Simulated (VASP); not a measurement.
Here is a VASP 6.6.1 calculation.

File INCAR:

```
SYSTEM = Li
  PREC = Accurate
  ENCUT = 520
  EDIFF = 1E-6
  ISMEAR = -1
  SIGMA = 0.08
  LREAL = .FALSE.
  LASPH = .TRUE.
  NELM = 100
  ALGO = Normal
  ISIF = 2
  LWAVE = .FALSE.
  LCHARG = .FALSE.
  GGA = PS
  NBANDS = 10
```

Contents of KPOINTS:

```
regular mesh
0
G
  15 15 8
  0 0 0
```

Contents of POSCAR:

```
Li
1.0
    3.1732221946      0.0000000000      0.0000000000
   -1.5866110973      2.7480910324      0.0000000000
    0.0000000000      0.0000000000      5.0930000000
Li
2
Direct
    0.3333333333      0.6666666667      0.2500000000
    0.6666666667      0.3333333333      0.7500000000
```

Potentials or basis: VASP PAW PBE potentials, release 64 (Li_sv).

Command:

```bash
$ cat potpaw_PBE.64/Li_sv/POTCAR > POTCAR
$ mpirun -np 1 vasp_std > vasp.out
```

(1) What does it give for the band gap on the k mesh?

## Answers

(1) zero (band 3 reaches 2.40 eV, above the bottom of band 4 at -1.95 eV).

Caveat: the cell differs from its parent crystal (equal xx and yy strain of +2 %).
